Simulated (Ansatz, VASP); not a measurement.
Two plane-wave programs on BP

```
CELL_PARAMETERS angstrom
0.00000 2.26002 2.26002
2.26002 0.00000 2.26002
2.26002 2.26002 0.00000
ATOMIC_POSITIONS crystal
B 0.00000 0.00000 0.00000
P 0.25000 0.25000 0.25000
```

Alike in both runs: functional PBEsol; k mesh 10 × 10 × 10; occupations gaussian, width 0.02 eV; no spin polarisation.

Ansatz relaxed the structure, and its values are those at the end. VASP's run is a single point on that final structure, the one shown.

|  | VASP | Ansatz |
| --- | --- | --- |
| version | VASP 6.6.1 | Ansatz 0.2.0 |
| potentials or method | VASP PAW PBE potentials, release 64 (B, P), cutoff 500 eV | scalar-relativistic, plane waves, PAW |
| valence electrons in the cell | 8 | 8 |

Ansatz gave:

- gap on the k mesh at the Fermi level (eV): 1.12
- least direct gap on the mesh (eV): 3.38
- pressure (GPa): 0.0

Problem. Estimate VASP's values.

Solution. gap on the k mesh at the Fermi level (eV): 1.12; least direct gap on the mesh (eV): 3.37; pressure (GPa): 0.1.

VASP's potentials were made for PBE, not for PBEsol. With one functional, cell and mesh, what is left measures potentials, basis and numerics.
